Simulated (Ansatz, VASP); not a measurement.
## One calculation of BaZrO3, two programs

File INCAR:

```
SYSTEM = BaZrO3
PREC = Accurate ; ENCUT = 520
EDIFF = 1E-6 ; ISMEAR = 0
SIGMA = 0.05 ; LREAL = .FALSE.
LASPH = .TRUE. ; NELM = 150
ALGO = Normal ; ISIF = 2
LWAVE = .FALSE. ; LCHARG = .TRUE.
LNONCOLLINEAR = .TRUE. ; MAGMOM = 0 0 0 0 0 0 0 0 0 0 0 0 0 0 0
LORBIT = 11 ; LSORBIT = .TRUE.
GGA_COMPAT = .FALSE. ; LORBMOM = .TRUE.
LMAXMIX = 4 ; GGA = PE
LVHAR = .TRUE. ; NBANDS = 55
```

Contents of KPOINTS:

```
Automatic mesh
0
G
  4 4 4
  0 0 0
```

POSCAR

```
BaZrO3
1.0
    4.1815040793      0.0000000000      0.0000000000
    0.0000000000      4.1815040793      0.0000000000
    0.0000000000      0.0000000000      4.1815040793
Ba Zr O
1 1 3
Direct
    0.0000000000      0.0000000000      0.0000000000
    0.5000000000      0.5000000000      0.5000000000
    0.0000000000      0.5000000000      0.5000000000
    0.5000000000      0.5000000000      0.0000000000
    0.5000000000      0.0000000000      0.5000000000
```

Input for Ansatz:

```yaml
crystal:
  lattice:
    - [4.1815040793, 0.0, 0.0]
    - [0.0, 4.1815040793, 0.0]
    - [0.0, 0.0, 4.1815040793]
  atoms:
    - { symbol: Ba, position: [0.0, 0.0, 0.0] }
    - { symbol: Zr, position: [0.5, 0.5, 0.5] }
    - { symbol: O, position: [0.0, 0.5, 0.5] }
    - { symbol: O, position: [0.5, 0.5, 0.0] }
    - { symbol: O, position: [0.5, 0.0, 0.5] }
basis:
  ecutwfc: 420
  ecutrho_ratio: 4
kpoints:
  mp_grid: { grid: [4, 4, 4] }
hamiltonian:
  xc: pbe
scf:
  occupations: { method: gaussian, width: 0.05 }
output:
  forces: true
  stress: true
  eigenvalues: true
  populations: true
  topological_invariants: true
magnetization:
  noncollinear: true
  spin_orbit: true
```

Alike in both runs: task single point; functional PBE; k mesh 4 × 4 × 4; occupations gaussian, width 0.05 eV; non-collinear spin, spin-orbit coupling.

|  | VASP | Ansatz |
| --- | --- | --- |
| version | VASP 6.6.1 | Ansatz 0.2.0 |
| potentials or method | VASP PAW PBE potentials, release 64 (Ba_sv, Zr_sv, O), cutoff 520 eV | plane waves, PAW |
| valence electrons in the cell | 40 | 40 |

|  | VASP | Ansatz | Ansatz less VASP |
| --- | --- | --- | --- |
| pressure (GPa) | 6.3 | 5.3 | -1.08 |

The k mesh is coarse, so the values compare programs but aren't converged.
